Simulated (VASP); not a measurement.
# Ag (Fm-3m) in VASP: notebook

Ag is run at these levels: PBEsol; tasks: single point, relaxation of cell and atoms.

Everything below comes from runs of VASP 6.6.1. Logs are shortened: lines on timing, memory, paths and dates and some standing lists are left out, and cuts for length are marked.

### 1 The cell of the first run

Symmetry: Fm-3m, No. 225, cubic system. The conventional cell has a = 4.054 Å, b = 4.054 Å, c = 4.054 Å, α = 90.00°, β = 90.00°, γ = 90.00°. Ag (site symmetry m-3m) has 12 Ag at 2.87 Å within 3.8 Å.

### 2 Single point, PBEsol

File INCAR:

```
SYSTEM = Ag
ALGO = Normal
EDIFF = 1E-6
ENCUT = 520
GGA = PS
ISIF = 2
ISMEAR = 0
LASPH = .TRUE.
LCHARG = .FALSE.
LREAL = .FALSE.
LWAVE = .FALSE.
NBANDS = 12
NELM = 100
PREC = Accurate
SIGMA = 0.1
```

File KPOINTS:

```
k-points
0
G
  18 18 18
  0 0 0
```

File POSCAR:

```
Ag
1.0
    0.0000000000      2.0272343017      2.0272343017
    2.0272343017      0.0000000000      2.0272343017
    2.0272343017      2.0272343017      0.0000000000
Ag
1
Direct
    0.0000000000      0.0000000000      0.0000000000
```

Potentials or basis: VASP PAW PBE potentials, release 64 (Ag).

On the command line:

```sh
> cat potpaw_PBE.64/Ag/POTCAR > POTCAR
> mpirun -np 1 vasp_std > vasp.out
```

OUTCAR:

```text
SYSTEM = Ag
   EDIFF = 1E-6
   ENCUT = 520
   GGA = PS
   ISIF = 2
   ISMEAR = 0
   LASPH = .TRUE.
   LREAL = .FALSE.
   NELM = 100
   PREC = Accurate

 ion  position               nearest neighbor table
   1  0.000  0.000  0.000-

  LATTYP: Found a face centered cubic cell.
 ALAT       =     4.0544686034

  Lattice vectors:

 A1 = (   0.0000000000,   2.0272343017,   2.0272343017)
 A2 = (   2.0272343017,   0.0000000000,   2.0272343017)
 A3 = (   2.0272343017,   2.0272343017,   0.0000000000)

Analysis of symmetry for initial positions (statically):
=====================================================================
 Subroutine PRICEL returns:
 Original cell was already a primitive cell.

 Routine SETGRP: Setting up the symmetry group for a
 face centered cubic supercell.

 Subroutine GETGRP returns: Found 48 space group operations
 (whereof 48 operations were pure point group operations)
 out of a pool of 48 trial point group operations.

The static configuration has the point symmetry O_h .

Analysis of symmetry for dynamics (positions and initial velocities):
=====================================================================
 Subroutine PRICEL returns:
 Original cell was already a primitive cell.

 Routine SETGRP: Setting up the symmetry group for a
 face centered cubic supercell.

 Subroutine GETGRP returns: Found 48 space group operations
 (whereof 48 operations were pure point group operations)
 out of a pool of 48 trial point group operations.

The dynamic configuration has the point symmetry O_h .

 Subroutine INISYM returns: Found 48 space group operations
 (whereof 48 operations are pure point group operations),
 and found     1 'primitive' translations

----------------------------------------------------------------------------------------

                                     Primitive cell

  volume of cell :      16.6626

  direct lattice vectors                    reciprocal lattice vectors
     0.000000000  2.027234302  2.027234302    -0.246641446  0.246641446  0.246641446
     2.027234302  0.000000000  2.027234302     0.246641446 -0.246641446  0.246641446
     2.027234302  2.027234302  0.000000000     0.246641446  0.246641446 -0.246641446

  length of vectors
     2.866942244  2.866942244  2.866942244     0.427195516  0.427195516  0.427195516

  position of ions in fractional coordinates (direct lattice)
     0.000000000  0.000000000  0.000000000

  ion indices of the primitive-cell ions
   primitive index   ion index
                 1           1

----------------------------------------------------------------------------------------

 KPOINTS: k-points

Automatic generation of k-mesh.
 Grid dimensions read from file:
 generate k-points for:   18   18   18

 Generating k-lattice:

  Cartesian coordinates                     Fractional coordinates (reciprocal lattice)
    -0.013702303  0.013702303  0.013702303     0.055555556  0.000000000  0.000000000
     0.013702303 -0.013702303  0.013702303     0.000000000  0.055555556  0.000000000
     0.013702303  0.013702303 -0.013702303     0.000000000  0.000000000  0.055555556

  Length of vectors
     0.023733084  0.023733084  0.023733084

  Shift w.r.t. Gamma in fractional coordinates (k-lattice)
     0.000000000  0.000000000  0.000000000

 Subroutine IBZKPT returns following result:
 ===========================================

 Found    195 irreducible k-points:

 Following reciprocal coordinates:
            Coordinates               Weight
  0.000000  0.000000  0.000000      1.000000
  0.055556  0.000000  0.000000      8.000000
  0.111111  0.000000  0.000000      8.000000
  0.166667  0.000000  0.000000      8.000000
  0.222222  0.000000  0.000000      8.000000
  0.277778  0.000000  0.000000      8.000000
[... 16 lines left out ...]
 -0.277778  0.055556  0.000000     24.000000
 -0.222222  0.055556  0.000000     24.000000
 [... further k-points ...]
   k-points           NKPTS =    195   k-points in BZ     NKDIM =    195   number of bands    NBANDS=     12
   number of dos      NEDOS =    301   number of ions     NIONS =      1
   total plane-waves  NPLWV =  13824
   dimension x,y,z NGX =    24 NGY =   24 NGZ =   24
   dimension x,y,z NGXF=    48 NGYF=   48 NGZF=   48
   ions per type =               1
   NGX,Y,Z   is equivalent  to a cutoff of  13.92, 13.92, 13.92 a.u.
   NGXF,Y,Z  is equivalent  to a cutoff of  27.83, 27.83, 27.83 a.u.
 SYSTEM =  Ag
   PREC   = accura    normal or accurate (medium, high low for compatibility)
   ISTART =      0    job   : 0-new  1-cont  2-samecut
   ICHARG =      2    charge: 1-file 2-atom 10-const
   ISPIN  =      1    spin polarized calculation?
   LNONCOLLINEAR =      F non collinear calculations
   LSORBIT =      F    spin-orbit coupling
   LASPH  =      T    aspherical Exc in radial PAW
   ENCUT  =  520.0 eV  38.22 Ry    6.18 a.u.   5.33  5.33  5.33*2*pi/ulx,y,z
   NELM   =    100;   NELMIN=  2; NELMDL= -5     # of ELM steps
   EDIFF  = 0.1E-05   stopping-criterion for ELM
   LREAL  =      F    real-space projection
   EDIFFG = 0.1E-04   stopping-criterion for IOM
   NSW    =      0    number of steps for IOM
   IBRION =     -1    ionic relax: 0-MD 1-quasi-New 2-CG
   NFREE  =      0    steps in history (QN), initial steepest desc. (CG)
   ISIF   =      2    stress and relaxation
   ISYM   =      2    0-nonsym 1-usesym 2-fastsym
   POTIM  = 0.5000    time-step for ionic-motion
   TEBEG  =    0.0;   TEEND  =   0.0 temperature during run
   PSTRESS=    0.0 pullay stress
   NELECT =      11.0000    total number of electrons
   NUPDOWN=      -1.0000    fix difference up-down
   EMIN   =  10.00;   EMAX   =-10.00  energy-range for DOS
   EFERMI =   0.00;   METHOD = LEGACY
   ISMEAR =     0;   SIGMA  =   0.10  broadening in eV -4-tet -1-fermi 0-gaus
   EFERMI_NEDOS =   21; number of points for ismear=-14 and -15
   IALGO  =     38    algorithm
   IMIX   =      4    mixing-type and parameters
     AMIX     =   0.40;   BMIX     =  1.00
     AMIX_MAG =   1.60;   BMIX_MAG =  1.00
  volume/ion in A,a.u.               =      16.66       112.44
  Fermi-wavevector in a.u.,A,eV,Ry     =   1.425471  2.693750 27.646605  2.031968
  Thomas-Fermi vector in A             =   2.545852
   LORBIT       =      0    0 simple, 1 ext, 2 COOP (PROOUT), +10 PAW based schemes
   GGA     = PS    functional components
   LHFCALC =     F    Hartree Fock is set to
   AEXX    =    0.0000 exact exchange contribution
   IVDW    =     0    specifies the selected vdW correction
   LEPSILON=     F    determine dielectric tensor
   LRPA    =     F    only Hartree local field effects (RPA)
 non-spin polarized calculation
 Gauss-broadening in eV      SIGMA  =   0.10
  energy-cutoff  :      520.00
  volume of cell :       16.66
 maximum number of plane-waves:       464
 NGX is ok and might be reduce to    24
   NGX = 11   NGY = 11   NGZ = 11

 number of electron      11.0000001 magnetization

 Free energy of the ion-electron system (eV)
  ---------------------------------------------------
  ext. energy  EPLUGINS =         0.00000000
  ---------------------------------------------------
  free energy    TOTEN  =        -3.31213108 eV

  energy without entropy =       -3.31116139  energy(sigma->0) =       -3.31164624

 E-fermi :   8.5063     XC(G=0): -12.5497

 val. band max:        8.4626806832   @ k =   0.5000   0.1667   0.0556
 cond. band min:       8.6532229260   @ k =   0.5000   0.3333   0.1111
 fundamental gap:      0.1905422428
 Fermi energy:         8.5063039092

 k-point     1 :       0.0000    0.0000    0.0000
  band No.  band energies     occupation
      1       0.5529      2.00000
      2       3.7010      2.00000
      3       3.7010      2.00000
      4       3.7010      2.00000
      5       4.7915      2.00000
      6       4.7915      2.00000
      7      24.5886      0.00000
      8      28.2976      0.00000
      9      28.2976      0.00000
     10      28.2976      0.00000
     11      33.1755      0.00000
     12      34.4554      0.00000

 k-point     2 :       0.0556    0.0000    0.0000
  band No.  band energies     occupation
      1       0.6516      2.00000
      2       3.6769      2.00000
      3       3.7293      2.00000
      4       3.7293      2.00000
      5       4.7803      2.00000
      6       4.7803      2.00000
      7      24.6196      0.00000
      8      27.4574      0.00000
      9      28.3463      0.00000
     10      28.3463      0.00000
     11      33.3411      0.00000
     12      34.3241      0.00000

 k-point     3 :       0.1111    0.0000    0.0000
  band No.  band energies     occupation
      1       0.9369      2.00000
      2       3.6197      2.00000
      3       3.8027      2.00000
      4       3.8027      2.00000
      5       4.7581      2.00000
      6       4.7581      2.00000
      7      24.4314      0.00000
      8      26.0137      0.00000
      9      28.4684      0.00000
     10      28.4684      0.00000
     11      32.4911      0.00000
     12      33.8817      0.00000
[... 286 lines left out ...]
 k-point    23 :      -0.2778    0.0556    0.0000
  band No.  band energies     occupation
      1       2.1899      2.00000
      2       3.8371      2.00000
      3       3.9042      2.00000
      4       4.2900      2.00000
      5       4.9378      2.00000
      6       5.4386      2.00000
      7      18.1032      0.00000
      8      24.5621      0.00000
      9      26.8383      0.00000
     10      29.3389      0.00000
     11      31.0227      0.00000
     12      31.2731      0.00000

 k-point    24 :      -0.2222    0.0556    0.0000
  band No.  band energies     occupation
      1       2.0146      2.00000
      2       3.6844      2.00000
      3       3.9576      2.00000
      4       3.9671      2.00000
      5       4.7378      2.00000
      6       5.1167      2.00000
      7      20.2613      0.00000
      8      24.8839      0.00000
      9      27.3835      0.00000
     10      30.0289      0.00000
     11      30.4992      0.00000
     12      31.5466      0.00000

 [... further k-points ...]

------------------------ aborting loop because EDIFF is reached ----------------------------------------

  FORCE on cell =-STRESS in cart. coord.  units (eV):
  Direction    XX          YY          ZZ          XY          YZ          ZX
  --------------------------------------------------------------------------------------
  -------------------------------------------------------------------------------------
  Total       -0.0244273     -0.0244273     -0.0244273      0.0000000      0.0000000      0.0000000
  in kB       -2.3487886     -2.3487886     -2.3487886      0.0000000      0.0000000      0.0000000
  external PRESSURE =      -2.3487886 kB  Pullay stress =       0.0000000 kB

 VOLUME and BASIS-vectors are now :
 -----------------------------------------------------------------------------
  energy-cutoff  :      520.00
  volume of cell :       16.66
      direct lattice vectors                 reciprocal lattice vectors
     0.000000000  2.027234302  2.027234302    -0.246641446  0.246641446  0.246641446
     2.027234302  0.000000000  2.027234302     0.246641446 -0.246641446  0.246641446
     2.027234302  2.027234302  0.000000000     0.246641446  0.246641446 -0.246641446

 POSITION                                       TOTAL-FORCE (eV/Angst)
 -----------------------------------------------------------------------------------
      0.00000      0.00000      0.00000         0.000000      0.000000     -0.000000
 -----------------------------------------------------------------------------------
    total drift:                               -0.000000      0.000000      0.000000

  FREE ENERGIE OF THE ION-ELECTRON SYSTEM (eV)
  ---------------------------------------------------
  free  energy   TOTEN  =        -3.3121310816 eV

  energy  without entropy=       -3.3111613937  energy(sigma->0) =       -3.31164624
```

It took 11 s on 1 thread of Intel Xeon 6975P-C (Granite Rapids), shared host; peak memory 0.17 GiB.

Results:

| Item | Value |
| --- | --- |
| Free energy | -3.3121 eV |
| Pressure | -0.2 GPa |

Levels at points of the mesh, in eV from the Fermi level:
```
           k point  band 3  band 4  band 5  band 6  band 7  band 8  band 9  band 10
(0.00, 0.00, 0.00)   -4.81   -4.81   -3.71   -3.71   16.08   19.79   19.79    19.79
(0.50, 0.00, 0.00)   -4.83   -2.88   -2.88   -0.47    3.76   15.32   18.10    18.10
(0.50, 0.50, 0.00)   -2.91   -2.67   -2.67    1.57    6.95   10.77   10.77    17.49
```

Caveat: the PAW data sets were made with another functional, which shifts forces and pressure a little.

### 3 Single point, PBEsol

This run uses another cell than the first one, of 16.70 Å³/atom, 1.002 times its volume.

File INCAR:

```
SYSTEM = Ag
ALGO = Normal ; EDIFF = 1E-6
ENCUT = 500 ; GGA = PS
GGA_COMPAT = .False. ; ISIF = 2
ISMEAR = 0 ; LASPH = .True.
LCHARG = .False. ; LREAL = .False.
LWAVE = .False. ; NBANDS = 12
NELM = 120 ; PREC = Accurate
SIGMA = 0.1
```

File KPOINTS:

```
k-points
0
Gamma
  8 8 8
  0 0 0
```

File POSCAR:

```
Ag
1.0
    0.0000000000      2.0287255906      2.0287255906
    2.0287255906      0.0000000000      2.0287255906
    2.0287255906      2.0287255906      0.0000000000
Ag
1
Direct
    0.0000000000      0.0000000000      0.0000000000
```

Potentials or basis: VASP PAW PBE potentials, release 64 (Ag).

On the command line:

```sh
> cat potpaw_PBE.64/Ag/POTCAR > POTCAR
> mpirun -np 1 vasp_std > vasp.out
```

OUTCAR:

```text
SYSTEM = Ag
   EDIFF = 1E-6
   ENCUT = 500
   GGA = PS
   ISIF = 2
   ISMEAR = 0
   LASPH = .True.
   LREAL = .False.
   NELM = 120
   PREC = Accurate

 ion  position               nearest neighbor table
   1  0.000  0.000  0.000-

  LATTYP: Found a face centered cubic cell.
 ALAT       =     4.0574511812

  Lattice vectors:

 A1 = (   0.0000000000,   2.0287255906,   2.0287255906)
 A2 = (   2.0287255906,   0.0000000000,   2.0287255906)
 A3 = (   2.0287255906,   2.0287255906,   0.0000000000)

Analysis of symmetry for initial positions (statically):
=====================================================================
 Subroutine PRICEL returns:
 Original cell was already a primitive cell.

 Routine SETGRP: Setting up the symmetry group for a
 face centered cubic supercell.

 Subroutine GETGRP returns: Found 48 space group operations
 (whereof 48 operations were pure point group operations)
 out of a pool of 48 trial point group operations.

The static configuration has the point symmetry O_h .

Analysis of symmetry for dynamics (positions and initial velocities):
=====================================================================
 Subroutine PRICEL returns:
 Original cell was already a primitive cell.

 Routine SETGRP: Setting up the symmetry group for a
 face centered cubic supercell.

 Subroutine GETGRP returns: Found 48 space group operations
 (whereof 48 operations were pure point group operations)
 out of a pool of 48 trial point group operations.

The dynamic configuration has the point symmetry O_h .

 Subroutine INISYM returns: Found 48 space group operations
 (whereof 48 operations are pure point group operations),
 and found     1 'primitive' translations

----------------------------------------------------------------------------------------

                                     Primitive cell
[... 114 lines left out ...]
   GGA     = PS    functional components
   LHFCALC =     F    Hartree Fock is set to
   AEXX    =    0.0000 exact exchange contribution
   IVDW    =     0    specifies the selected vdW correction
   LEPSILON=     F    determine dielectric tensor
   LRPA    =     F    only Hartree local field effects (RPA)
 non-spin polarized calculation
 Gauss-broadening in eV      SIGMA  =   0.10
  energy-cutoff  :      500.00
  volume of cell :       16.70
 maximum number of plane-waves:       444
 NGX is ok and might be reduce to    24
   NGX = 11   NGY = 11   NGZ = 11

 number of electron      11.0000001 magnetization

 Free energy of the ion-electron system (eV)
  ---------------------------------------------------
  ext. energy  EPLUGINS =         0.00000000
  ---------------------------------------------------
  free energy    TOTEN  =        -3.27832570 eV

  energy without entropy =       -3.27529208  energy(sigma->0) =       -3.27680889

 E-fermi :   8.3315     XC(G=0): -12.5354

 val. band max:        8.2569011642   @ k =   0.5000   0.2500   0.1250
 cond. band min:       8.7349005442   @ k =   0.5000   0.3750   0.1250
 fundamental gap:      0.4779993800
 Fermi energy:         8.3314642029

 k-point     1 :       0.0000    0.0000    0.0000
  band No.  band energies     occupation
      1       0.5386      2.00000
      2       3.6848      2.00000
      3       3.6848      2.00000
      4       3.6848      2.00000
      5       4.7718      2.00000
      6       4.7718      2.00000
      7      24.5524      0.00000
      8      28.2492      0.00000
      9      28.2492      0.00000
     10      28.2492      0.00000
     11      33.1203      0.00000
     12      34.3881      0.00000
[... 331 lines left out ...]
 k-point    24 :      -0.3750    0.2500    0.1250
  band No.  band energies     occupation
      1       2.6951      2.00000
      2       3.2077      2.00000
      3       4.1150      2.00000
      4       4.3122      2.00000
      5       5.5207      2.00000
      6      10.8049      0.00000
      7      12.5518      0.00000
      8      21.0768      0.00000
      9      21.2147      0.00000
     10      27.1407      0.00000
     11      32.0028      0.00000
     12      36.0443      0.00000

 [... further k-points ...]

------------------------ aborting loop because EDIFF is reached ----------------------------------------

  FORCE on cell =-STRESS in cart. coord.  units (eV):
  Direction    XX          YY          ZZ          XY          YZ          ZX
  --------------------------------------------------------------------------------------
  -------------------------------------------------------------------------------------
  Total        0.0164970      0.0164970      0.0164970      0.0000000      0.0000000     -0.0000000
  in kB        1.5827584      1.5827584      1.5827584      0.0000000      0.0000000     -0.0000000
  external PRESSURE =       1.5827584 kB  Pullay stress =       0.0000000 kB

 VOLUME and BASIS-vectors are now :
 -----------------------------------------------------------------------------
  energy-cutoff  :      500.00
  volume of cell :       16.70
      direct lattice vectors                 reciprocal lattice vectors
     0.000000000  2.028725591  2.028725591    -0.246460143  0.246460143  0.246460143
     2.028725591  0.000000000  2.028725591     0.246460143 -0.246460143  0.246460143
     2.028725591  2.028725591  0.000000000     0.246460143  0.246460143 -0.246460143

 POSITION                                       TOTAL-FORCE (eV/Angst)
 -----------------------------------------------------------------------------------
      0.00000      0.00000      0.00000        -0.000000      0.000000      0.000000
 -----------------------------------------------------------------------------------
    total drift:                               -0.000000     -0.000000     -0.000000

  FREE ENERGIE OF THE ION-ELECTRON SYSTEM (eV)
  ---------------------------------------------------
  free  energy   TOTEN  =        -3.2783257014 eV

  energy  without entropy=       -3.2752920834  energy(sigma->0) =       -3.27680889
```

stdout:

```text
POSCAR found type information on POSCAR Ag
 POSCAR found :  1 types and       1 ions
 scaLAPACK will be used
 -----------------------------------------------------------------------------
|                                                                             |
|                                                                             |
|     You enforced a specific xc type in the INCAR file but a different       |
|     I HOPE YOU KNOW WHAT YOU ARE DOING!                                     |
|                                                                             |
 -----------------------------------------------------------------------------

 LDA part: xc-table for (Slater+PW92), standard interpolation
 POSCAR, INCAR and KPOINTS ok, starting setup
 FFT: planning ... GRIDC
 FFT: planning ... GRID_SOFT
 FFT: planning ... GRID
 WAVECAR not read
 entering main loop
```

Run time: 9.6 s. Hardware: 1 thread of Intel Xeon 8259CL, shared host; peak memory 0.14 GiB.

Results:

```yaml
Free_energy: -3.2783 eV
Pressure: 0.2 GPa
```

Levels at points of the mesh, in eV from the Fermi level:
| k point | band 4 | band 5 | band 6 | band 7 | band 8 | band 9 |
| --- | --- | --- | --- | --- | --- | --- |
| (0.00, 0.00, 0.00) | -4.65 | -3.56 | -3.56 | 16.22 | 19.92 | 19.92 |
| (0.50, 0.00, 0.00) | -2.73 | -2.73 | -0.32 | 3.90 | 15.46 | 18.22 |
| (0.50, 0.50, 0.00) | -2.51 | -2.51 | 1.71 | 7.08 | 10.90 | 10.90 |

Caveat: the PAW data sets were made with another functional, which shifts forces and pressure a little.

[end of part 1 of 2]
